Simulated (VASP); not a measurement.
# Al9N: relaxation of the atoms with PBEsol

Al9N, a slab with vacuum:

```
Al N
1.0
     2.83609    0.00000    0.00000
    -1.41804    9.64010    0.00000
     0.00000    0.00000   20.25238
Al N
9 1
Direct
  0.53246 0.06491 0.19751
  0.67098 0.34196 0.24637
  0.29869 0.59737 0.25614
  0.92639 0.85278 0.26592
  0.06402 0.12775 0.31508
  0.20008 0.40410 0.37023
  0.82874 0.65948 0.37783
  0.45296 0.91125 0.38678
  0.59256 0.18164 0.43217
  0.59256 0.93164 0.47236
```

| Item | Value |
| --- | --- |
| Program | VASP 6.6.1 |
| Task | relaxation of the atoms |
| Functional | PBEsol |
| Potentials or basis | VASP PAW PBE potentials, release 64 (Al, N) |
| Cutoff | 520 eV |
| k mesh | 9 × 3 × 1 |
| Occupations | gaussian, width 0.1 eV |
| Spin | no spin polarisation |
| Dipole correction | yes |
| Atoms held fixed (from 0) | [0, 1, 2, 3, 4, 5, 6, 7, 8] |
| Further INCAR settings | ALGO = Fast; EDIFF = 1e-07; IBRION = 2; EDIFFG = -0.025; NSW = 36 |
| Atoms held along some axes (from 0) | atom 9 along a and b |

The energy gained by relaxing is 0.0 meV/atom and the ionic steps are 2. The band gap on the k mesh is zero (bands 16 and 17 overlap by 0.56 eV).

Step by step:
```
step  energy change (eV)  largest force on free atoms (eV/Å)  pressure (GPa)
   1              0.0000                              0.0935           -1.48
   2             -0.0002                              0.0019           -1.46
```

Final structure:
```
CELL_PARAMETERS angstrom
2.83609 0.00000 0.00000
-1.41804 9.64010 0.00000
0.00000 0.00000 20.25238
ATOMIC_POSITIONS crystal
Al 0.53246 0.06491 0.19751
Al 0.67098 0.34196 0.24637
Al 0.29869 0.59737 0.25614
Al 0.92639 0.85278 0.26592
Al 0.06402 0.12775 0.31508
Al 0.20008 0.40410 0.37023
Al 0.82874 0.65948 0.37783
Al 0.45296 0.91125 0.38678
Al 0.59256 0.18164 0.43217
N 0.59256 0.93164 0.47214
```

Levels at points of the mesh, in eV from the Fermi level:
| k point | band 12 | band 13 | band 14 | band 15 | band 16 | band 17 | band 18 | band 19 | band 20 | band 21 |
| --- | --- | --- | --- | --- | --- | --- | --- | --- | --- | --- |
| (0.00, 0.00, 0.00) | -2.29 | -1.73 | -1.54 | -1.18 | -0.10 | 0.51 | 0.95 | 1.73 | 2.19 | 2.40 |

Run time: 14 min on 1 thread of Oxide Virtual Turin-like Processor, with other jobs on the host, peak memory 0.63 GiB.

Caveat: the PAW data sets were made with another functional, which shifts forces and pressure a little.
